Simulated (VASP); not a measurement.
# As in VASP: notebook

The runs below take As through single point, with PBE+D3(BJ).

Program: VASP 6.6.1. These are calculated values, not measurements. Logs are shortened: lines on timing, memory, paths and dates and some standing lists are left out, and cuts for length are marked.

## Step 1: The cell of the first run

The cell holds a slab with vacuum, 2 atoms: a = 3.643 Å, b = 3.590 Å, c = 28.574 Å, α = 90.00°, β = 90.00°, γ = 120.49°.

## Step 2: Single point, PBE+D3(BJ) (strain along x +0.020, then relaxed in part)

INCAR

```
SYSTEM = As
  PREC = Accurate
  ENCUT = 400
  EDIFF = 1E-6
  ISMEAR = 0
  SIGMA = 0.02
  LREAL = .FALSE.
  LASPH = .TRUE.
  NELM = 120
  ALGO = Normal
  ISIF = 2
  LWAVE = .FALSE.
  LCHARG = .FALSE.
  LDIPOL = .TRUE.
  IDIPOL = 3
  DIPOL = 0.5 0.5 0.500
  GGA = PE
  IVDW = 12
  NBANDS = 22
  GGA_COMPAT = .FALSE.
  NELMDL = -8
```

KPOINTS

```
Automatic mesh
0
G
  9 9 1
  0 0 0
```

POSCAR

```
As
1.0
    3.6430563119      0.0000000000      0.0000000000
   -1.8215281559      3.0931169740      0.0000000000
    0.0000000000      0.0000000000     28.5742411176
As
2
Direct
    0.3327327112      0.6654654225      0.4757212765
    0.6672672888      0.3345345775      0.5242787235
```

Potentials or basis: VASP PAW PBE potentials, release 64 (As_d).

Started as:

```
$ cat potpaw_PBE.64/As_d/POTCAR > POTCAR
$ mpirun -np 1 vasp_std > vasp.out
```

OUTCAR:

```text
SYSTEM = As
   PREC = Accurate
   ENCUT = 400
   EDIFF = 1E-6
   ISMEAR = 0
   LREAL = .FALSE.
   LASPH = .TRUE.
   NELM = 120
   ISIF = 2
   GGA = PE
   IVDW = 12
   NELMDL = -8
 IVDW          = 12

 ion  position               nearest neighbor table
   1  0.333  0.665  0.476-   2 2.49   2 2.51   2 2.51
   2  0.667  0.335  0.524-   1 2.49   1 2.51   1 2.51

  Warning from LATTYP: Monoclinic adjustment (A1->A3, A2->A1, A3->A2)!
  LATTYP: Found a base centered orthorhombic cell.
 ALAT       =     3.6430563119
 B/A-ratio  =     1.6980890270
 C/A-ratio  =     7.8434804931

  Lattice vectors:

 A1 = (   1.8215281559,  -3.0931169740,   0.0000000000)
 A2 = (   1.8215281560,   3.0931169740,   0.0000000000)
 A3 = (   0.0000000000,   0.0000000000,  28.5742411176)

Analysis of symmetry for initial positions (statically):
=====================================================================
 Subroutine PRICEL returns:
 Original cell was already a primitive cell.

 Routine SETGRP: Setting up the symmetry group for a
 base centered orthorhombic supercell.

 Subroutine GETGRP returns: Found  4 space group operations
 (whereof  4 operations were pure point group operations)
 out of a pool of  8 trial point group operations.

The static configuration has the point symmetry C_2h.

Analysis of symmetry for dynamics (positions and initial velocities):
=====================================================================
 Subroutine PRICEL returns:
 Original cell was already a primitive cell.

 Routine SETGRP: Setting up the symmetry group for a
 base centered orthorhombic supercell.

 Subroutine GETGRP returns: Found  4 space group operations
 (whereof  4 operations were pure point group operations)
 out of a pool of  8 trial point group operations.

The dynamic configuration has the point symmetry C_2h.

 Subroutine INISYM returns: Found  4 space group operations
 (whereof  4 operations are pure point group operations),
 and found     1 'primitive' translations

----------------------------------------------------------------------------------------

                                     Primitive cell

  volume of cell :     321.9860

  direct lattice vectors                    reciprocal lattice vectors
     3.643056312  0.000000000  0.000000000     0.274494796  0.161649237  0.000000000
    -1.821528156  3.093116974  0.000000000     0.000000000  0.323298475  0.000000000
     0.000000000  0.000000000 28.574241118     0.000000000  0.000000000  0.034996555

  length of vectors
     3.643056312  3.589615221 28.574241118     0.318555912  0.323298475  0.034996555

  position of ions in fractional coordinates (direct lattice)
     0.332732711  0.665465422  0.475721277
     0.667267289  0.334534578  0.524278723

  ion indices of the primitive-cell ions
   primitive index   ion index
                 1           1
                 2           2

----------------------------------------------------------------------------------------

 KPOINTS: Automatic mesh

Automatic generation of k-mesh.
 Grid dimensions read from file:
 generate k-points for:    9    9    1

 Generating k-lattice:

  Cartesian coordinates                     Fractional coordinates (reciprocal lattice)
     0.030499422  0.017961026  0.000000000     0.111111111 -0.000000000  0.000000000
     0.000000000  0.035922053  0.000000000     0.000000000  0.111111111  0.000000000
     0.000000000  0.000000000  0.034996555     0.000000000  0.000000000  1.000000000

  Length of vectors
     0.035395101  0.035922053  0.034996555

  Shift w.r.t. Gamma in fractional coordinates (k-lattice)
     0.000000000  0.000000000  0.000000000

 Subroutine IBZKPT returns following result:
 ===========================================

 Found     25 irreducible k-points:

 Following reciprocal coordinates:
            Coordinates               Weight
  0.000000  0.000000  0.000000      1.000000
  0.111111  0.000000  0.000000      4.000000
  0.222222  0.000000  0.000000      4.000000
  0.333333  0.000000  0.000000      4.000000
  0.444444  0.000000  0.000000      4.000000
  0.000000  0.111111  0.000000      2.000000
[... 16 lines left out ...]
  0.333333  0.333333  0.000000      2.000000
  0.000000  0.444444  0.000000      2.000000
   k-points           NKPTS =     25   k-points in BZ     NKDIM =     25   number of bands    NBANDS=     22
   number of dos      NEDOS =    301   number of ions     NIONS =      2
   total plane-waves  NPLWV = 110592
   dimension x,y,z NGX =    24 NGY =   24 NGZ =  192
   dimension x,y,z NGXF=    48 NGYF=   48 NGZF=  384
   ions per type =               2
   NGX,Y,Z   is equivalent  to a cutoff of  10.95, 11.12, 11.17 a.u.
   NGXF,Y,Z  is equivalent  to a cutoff of  21.90, 22.23, 22.34 a.u.
 SYSTEM =  As
   PREC   = accura    normal or accurate (medium, high low for compatibility)
   ISTART =      0    job   : 0-new  1-cont  2-samecut
   ICHARG =      2    charge: 1-file 2-atom 10-const
   ISPIN  =      1    spin polarized calculation?
   LNONCOLLINEAR =      F non collinear calculations
   LSORBIT =      F    spin-orbit coupling
   LASPH  =      T    aspherical Exc in radial PAW
   ENCUT  =  400.0 eV  29.40 Ry    5.42 a.u.   5.94  5.85 46.60*2*pi/ulx,y,z
   NELM   =    120;   NELMIN=  2; NELMDL= -8     # of ELM steps
   EDIFF  = 0.1E-05   stopping-criterion for ELM
   LREAL  =      F    real-space projection
   EDIFFG = 0.1E-04   stopping-criterion for IOM
   NSW    =      0    number of steps for IOM
   IBRION =     -1    ionic relax: 0-MD 1-quasi-New 2-CG
   NFREE  =      0    steps in history (QN), initial steepest desc. (CG)
   ISIF   =      2    stress and relaxation
   ISYM   =      2    0-nonsym 1-usesym 2-fastsym
   POTIM  = 0.5000    time-step for ionic-motion
   TEBEG  =    0.0;   TEEND  =   0.0 temperature during run
   PSTRESS=    0.0 pullay stress
   NELECT =      30.0000    total number of electrons
   NUPDOWN=      -1.0000    fix difference up-down
   EMIN   =  10.00;   EMAX   =-10.00  energy-range for DOS
   EFERMI =   0.00;   METHOD = LEGACY
   ISMEAR =     0;   SIGMA  =   0.02  broadening in eV -4-tet -1-fermi 0-gaus
   EFERMI_NEDOS =   21; number of points for ismear=-14 and -15
   IALGO  =     38    algorithm
   IMIX   =      4    mixing-type and parameters
     AMIX     =   0.40;   BMIX     =  1.00
     AMIX_MAG =   1.60;   BMIX_MAG =  1.00
  volume/ion in A,a.u.               =     160.99      1086.43
  Fermi-wavevector in a.u.,A,eV,Ry     =   0.742169  1.402496  7.494295  0.550815
  Thomas-Fermi vector in A             =   1.836984
   LORBIT       =      0    0 simple, 1 ext, 2 COOP (PROOUT), +10 PAW based schemes
   GGA     = PE    functional components
   LHFCALC =     F    Hartree Fock is set to
   AEXX    =    0.0000 exact exchange contribution
   IVDW    =    12    specifies the selected vdW correction
   LEPSILON=     F    determine dielectric tensor
   LRPA    =     F    only Hartree local field effects (RPA)
 non-spin polarized calculation
 Gauss-broadening in eV      SIGMA  =   0.02
  energy-cutoff  :      400.00
  volume of cell :      321.99
 maximum number of plane-waves:      5878
   NGX = 11   NGY = 11   NGZ = 93

 number of electron      30.0000024 magnetization

 dipolmoment           0.000000      0.000000      0.000000 electrons x Angstroem

 Free energy of the ion-electron system (eV)
  ---------------------------------------------------
  ext. energy  EPLUGINS =         0.00000000
  ---------------------------------------------------
  free energy    TOTEN  =        -9.35413313 eV

  energy without entropy =       -9.35413313  energy(sigma->0) =       -9.35413313

 E-fermi :  -4.0997     XC(G=0):  -1.9380

 val. band max:       -4.2308410657   @ k =   0.0000   0.0000   0.0000
 cond. band min:      -2.7557924890   @ k =   0.0000   0.3333   0.0000
 fundamental gap:      1.4750485767
 Fermi energy:        -4.0997083189

 k-point     1 :       0.0000    0.0000    0.0000
  band No.  band energies     occupation
      1     -39.4092      2.00000
      2     -39.4076      2.00000
      3     -39.3711      2.00000
      4     -39.3694      2.00000
      5     -39.3182      2.00000
      6     -39.2973      2.00000
[... 14 lines left out ...]
     21       1.1945      0.00000
     22       1.4300      0.00000

 k-point     2 :       0.1111    0.0000    0.0000
  band No.  band energies     occupation
      1     -39.4087      2.00000
      2     -39.4046      2.00000
      3     -39.3698      2.00000
      4     -39.3669      2.00000
      5     -39.3181      2.00000
      6     -39.2990      2.00000
[... 14 lines left out ...]
     21       1.3821      0.00000
     22       1.6218      0.00000

 k-point     3 :       0.2222    0.0000    0.0000
  band No.  band energies     occupation
      1     -39.4079      2.00000
      2     -39.3958      2.00000
      3     -39.3662      2.00000
      4     -39.3595      2.00000
      5     -39.3179      2.00000
      6     -39.3043      2.00000
[... 14 lines left out ...]
     21       1.9432      0.00000
     22       2.1667      0.00000

 k-point     4 :       0.3333    0.0000    0.0000
  band No.  band energies     occupation
      1     -39.4069      2.00000
      2     -39.3860      2.00000
      3     -39.3579      2.00000
      4     -39.3490      2.00000
      5     -39.3185      2.00000
      6     -39.3125      2.00000
[... 14 lines left out ...]
     21       2.8101      0.00000
     22       3.0854      0.00000

 k-point     5 :       0.4444    0.0000    0.0000
  band No.  band energies     occupation
      1     -39.4062      2.00000
      2     -39.3809      2.00000
      3     -39.3424      2.00000
      4     -39.3379      2.00000
      5     -39.3256      2.00000
      6     -39.3220      2.00000
[... 417 lines left out ...]
 k-point    22 :       0.2222    0.3333    0.0000
  band No.  band energies     occupation
      1     -39.4067      2.00000
      2     -39.3661      2.00000
      3     -39.3506      2.00000
      4     -39.3340      2.00000
      5     -39.3300      2.00000
      6     -39.3196      2.00000
[... 14 lines left out ...]
     21       4.2215      0.00000
     22       4.6866      0.00000

 k-point    23 :       0.3333    0.3333    0.0000
  band No.  band energies     occupation
      1     -39.4074      2.00000
      2     -39.3546      2.00000
      3     -39.3543      2.00000
      4     -39.3404      2.00000
      5     -39.3208      2.00000
      6     -39.3176      2.00000
[... 14 lines left out ...]
     21       4.7147      0.00000
     22       5.4615      0.00000

 k-point    24 :       0.0000    0.4444    0.0000
  band No.  band energies     occupation
      1     -39.4043      2.00000
      2     -39.3804      2.00000
      3     -39.3435      2.00000
      4     -39.3375      2.00000
      5     -39.3271      2.00000
      6     -39.3226      2.00000
[... 14 lines left out ...]
     21       3.9908      0.00000
     22       4.2857      0.00000

 [... further k-points ...]

------------------------ aborting loop because EDIFF is reached ----------------------------------------

 vacuum level on the upper side and lower side of the slab       (xc-potential included)        -0.008        -0.008

 Edisp (eV)   -0.41517

 E8    (eV) :    -0.1885

  FORCE on cell =-STRESS in cart. coord.  units (eV):
  Direction    XX          YY          ZZ          XY          YZ          ZX
  --------------------------------------------------------------------------------------
  -------------------------------------------------------------------------------------
  Total      -0.77690    -0.18078    -0.02986    -0.00000     0.01016     0.00000
  in kB      -3.86578    -0.89953    -0.14856    -0.00000     0.05054     0.00000
  external pressure =       -1.64 kB  Pullay stress =        0.00 kB

 VOLUME and BASIS-vectors are now :
 -----------------------------------------------------------------------------
  energy-cutoff  :      400.00
  volume of cell :      321.99
      direct lattice vectors                 reciprocal lattice vectors
     3.643056312  0.000000000  0.000000000     0.274494796  0.161649237  0.000000000
    -1.821528156  3.093116974  0.000000000     0.000000000  0.323298475  0.000000000
     0.000000000  0.000000000 28.574241118     0.000000000  0.000000000  0.034996555

 POSITION                                       TOTAL-FORCE (eV/Angst)
 -----------------------------------------------------------------------------------
     -0.00000      2.05836     13.59337        -0.000000     -0.007062     -0.026438
      1.82153      1.03475     14.98087         0.000000      0.007062      0.026438
 -----------------------------------------------------------------------------------
    total drift:                               -0.000000      0.000000     -0.000000

  FREE ENERGIE OF THE ION-ELECTRON SYSTEM (eV)
  ---------------------------------------------------
  free  energy   TOTEN  =        -9.7693066346 eV

  energy  without entropy=       -9.7693066346  energy(sigma->0) =       -9.76930663

 vacuum level on the upper side and lower side of the slab         1.085         1.085
```

Wall time 2.3 min (1 thread of Intel Xeon Platinum 8375C at 2.90GHz (Ice Lake), shared host); peak memory 0.35 GiB.

What came out:

- Free energy: -9.7693 eV
- Largest force: 0.027 eV/Å
- Band gap on the k mesh: 1.48 eV (least direct gap 1.86 eV)
- Dispersion energy per atom: -0.208 eV

Forces in eV/Å, atoms in the order of the input:
```
As   0.000 -0.007 -0.026
As   0.000  0.007  0.026
```

Levels at points of the mesh, in eV from the valence-band top:
| k point | band 11 | band 12 | band 13 | band 14 | band 15 | band 16 | band 17 | band 18 | band 19 | band 20 |
| --- | --- | --- | --- | --- | --- | --- | --- | --- | --- | --- |
| (0.00, 0.00, 0.00) | -13.53 | -7.20 | -0.57 | -0.15 | 0.00 | 1.86 | 3.38 | 3.53 | 4.81 | 5.06 |

Caveat: the cell differs from its parent crystal (strain along x +0.020, then relaxed in part).

[end of part 1 of 2]
